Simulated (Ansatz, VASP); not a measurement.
# SnTe: VASP beside Ansatz

Contents of INCAR:

```
SYSTEM = SnTe
PREC = Accurate
ENCUT = 520
EDIFF = 1E-7
ISMEAR = -1
SIGMA = 0.05
LREAL = .FALSE.
LASPH = .TRUE.
NELM = 100
ALGO = Normal
ISIF = 2
LWAVE = .FALSE.
LCHARG = .TRUE.
GGA = PE
LELF = .TRUE.
LVHAR = .TRUE.
NBANDS = 17
```

The input KPOINTS:

```
Automatic mesh
0
G
  13 13 13
  0 0 0
```

File POSCAR:

```
SnTe
1.0
    3.6098704747      0.0000000000      0.0000000000
    0.0000000000      3.6098704747      0.0000000000
    0.0000000000      0.0000000000      3.6098704747
Sn Te
1 1
Direct
    0.0000000000      0.0000000000      0.0000000000
    0.5000000000      0.5000000000      0.5000000000
```

Input for Ansatz:

```yaml
crystal:
  lattice:
    - [3.6098704747, 0.0, 0.0]
    - [0.0, 3.6098704747, 0.0]
    - [0.0, 0.0, 3.6098704747]
  atoms:
    - { symbol: Sn, position: [0.0, 0.0, 0.0] }
    - { symbol: Te, position: [0.5, 0.5, 0.5] }
kpoints:
  mp_grid: { grid: [13, 13, 13] }
  band_path:
    path:
      - [0.0, 0.0, 0.0]
      - [0.0, 0.5, 0.0]
      - [0.5, 0.5, 0.0]
      - [0.0, 0.0, 0.0]
      - [0.5, 0.5, 0.5]
      - [0.0, 0.5, 0.0]
      - [0.5, 0.5, 0.5]
      - [0.5, 0.5, 0.0]
    npoints: 8
scf:
  occupations: { method: fermi_dirac, width: 0.05 }
hamiltonian:
  xc: pbe
  pseudopotentials: { kind: paw }
output:
  forces: true
  stress: true
  eigenvalues: true
  populations: true
  dos: { projected: true, de: 0.2, e_range: [-14, 8] }
```

Change from the starting cell: volume scaled by 0.8, PAW files.

Alike in both runs: task single point; functional PBE; k mesh 13 × 13 × 13; occupations fermi-dirac, width 0.05 eV; no spin polarisation.

|  | VASP | Ansatz |
| --- | --- | --- |
| version | VASP 6.6.1 | Ansatz 0.2.0 |
| potentials or method | VASP PAW PBE potentials, release 64 (Sn_d, Te) | PAW with Ansatz's default frozen-core files, scalar-relativistic |
| plane-wave cutoff (eV) | 520 | 420 |
| valence electrons in the cell | 20 | 30 |

Ansatz gave:

| Item | Value |
| --- | --- |
| pressure (GPa) | 15.5 |

What did VASP give for the same quantities?

Pressure (GPa): 15.4.

The functional is the same, so the differences come from potentials, cutoffs and numerics. VASP's potentials hold 20 valence electrons a cell and Ansatz's 30, so a difference there can come from the potentials and not from the codes.

Neither program's run includes spin-orbit coupling.
